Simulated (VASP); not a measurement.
Here is a VASP 6.6.1 calculation.

INCAR

```
SYSTEM = Ni
PREC = Accurate
ENCUT = 600
EDIFF = 1E-6
ISMEAR = 0
SIGMA = 0.1
LREAL = .FALSE.
LASPH = .TRUE.
NELM = 200
ALGO = Normal
ISIF = 2
LWAVE = .FALSE.
LCHARG = .FALSE.
ISPIN = 2
MAGMOM = 1
LORBIT = 11
LMAXMIX = 4
GGA = PS
NBANDS = 15
GGA_COMPAT = .FALSE.
```

The input KPOINTS:

```
Automatic mesh
0
G
  4 4 4
  0 0 0
```

File POSCAR:

```
Ni
1.0
   -1.3837200000      1.3837200000      1.3837200000
    1.3837200000     -1.3837200000      1.3837200000
    1.3837200000      1.3837200000     -1.3837200000
Ni
1
Direct
    0.0000000000      0.0000000000      0.0000000000
```

Potentials or basis: VASP PAW PBE potentials, release 64 (Ni).

Launch:

```bash
$ cat potpaw_PBE.64/Ni/POTCAR > POTCAR
$ mpirun -np 1 vasp_std > vasp.out
```

(1) Estimate the pressure.

(2) What does it give for the site moments?

Results:

(1) -5.6 GPa.

(2) Ni -0.05 μB.

Caveat: the k points lie up to 0.80 Å⁻¹ apart; the PAW data sets were made with another functional, which shifts forces and pressure a little.
